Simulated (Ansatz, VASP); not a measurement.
## One calculation of In3GaAs4, two programs

File INCAR:

```
PREC = Accurate
ENCUT = 500
EDIFF = 1E-6
ISMEAR = -1
SIGMA = 0.02
LREAL = F
LASPH = T
NELM = 120
ALGO = Normal
ISIF = 2
LWAVE = F
LCHARG = F
GGA = PE
NBANDS = 46
GGA_COMPAT = F
```

KPOINTS

```
Automatic mesh
0
Gamma
  6 6 2
```

POSCAR

```
In3GaAs4
1.0
    4.2370617339      0.0000000000      0.0000000000
    0.0000000000      4.2370617339      0.0000000000
    0.0000000000      0.0000000000     12.0291060044
Ga As In
1 4 3
Direct
    0.0000000000      0.0000000000      0.0000000000
    0.0000000000      0.5000000000      0.1110217118
    0.5000000000      0.0000000000      0.3705680706
    0.0000000000      0.5000000000      0.6294319294
    0.5000000000      0.0000000000      0.8889782882
    0.5000000000      0.5000000000      0.2412264170
    0.0000000000      0.0000000000      0.5000000000
    0.5000000000      0.5000000000      0.7587735830
```

Input for Ansatz:

```yaml
crystal:
  lattice:
    - [4.2370617339, 0.0, 0.0]
    - [0.0, 4.2370617339, 0.0]
    - [0.0, 0.0, 12.0291060044]
  atoms:
    - { symbol: Ga, position: [0.0, 0.0, 0.0] }
    - { symbol: As, position: [0.0, 0.5, 0.1110217118] }
    - { symbol: In, position: [0.5, 0.5, 0.241226417] }
    - { symbol: As, position: [0.5, 0.0, 0.3705680706] }
    - { symbol: In, position: [0.0, 0.0, 0.5] }
    - { symbol: As, position: [0.0, 0.5, 0.6294319294] }
    - { symbol: In, position: [0.5, 0.5, 0.758773583] }
    - { symbol: As, position: [0.5, 0.0, 0.8889782882] }
kpoints:
  mp_grid: { grid: [6, 6, 2] }
  band_path:
    path:
      - [[0.0, 0.0, 0.0], [8.692920749788e-51, 0.5, -9.111727952825e-35], [0.5, 0.5, -2.293845295289e-18], [0.0, 0.0, 0.0], [1.476925469518e-35, -7.16253157933e-52, 0.5], [-1.588287237461e-35, 0.5, 0.5], [0.5, 0.5, 0.5], [1.476925469518e-35, -7.16253157933e-52, 0.5]]
      - [[8.692920749788e-51, 0.5, -9.111727952825e-35], [-1.588287237461e-35, 0.5, 0.5]]
      - [[0.5, 0.5, -2.293845295289e-18], [0.5, 0.5, 0.5]]
    npoints: 10
hamiltonian:
  xc: pbe
scf:
  occupations: { method: fermi_dirac, width: 0.02 }
  n_extra_bands: 6
output:
  forces: true
  stress: true
  eigenvalues: true
```

Alike in both runs: task single point; functional PBE; k mesh 6 × 6 × 2; occupations fermi-dirac, width 0.02 eV; no spin polarisation.

|  | VASP | Ansatz |
| --- | --- | --- |
| version | VASP 6.6.1 | Ansatz 0.2.0 |
| potentials or method | VASP PAW PBE potentials, release 64 (Ga_d, As, In_d) | plane waves, PAW |
| plane-wave cutoff (eV) | 500 | 420 |
| valence electrons in the cell | 72 | 112 |

|  | VASP | Ansatz | Ansatz less VASP |
| --- | --- | --- | --- |
| pressure (GPa) | 2.3 | 2.2 | -0.09 |

VASP's potentials hold 72 valence electrons a cell and Ansatz's 112, so a difference there can come from the potentials and not from the codes.
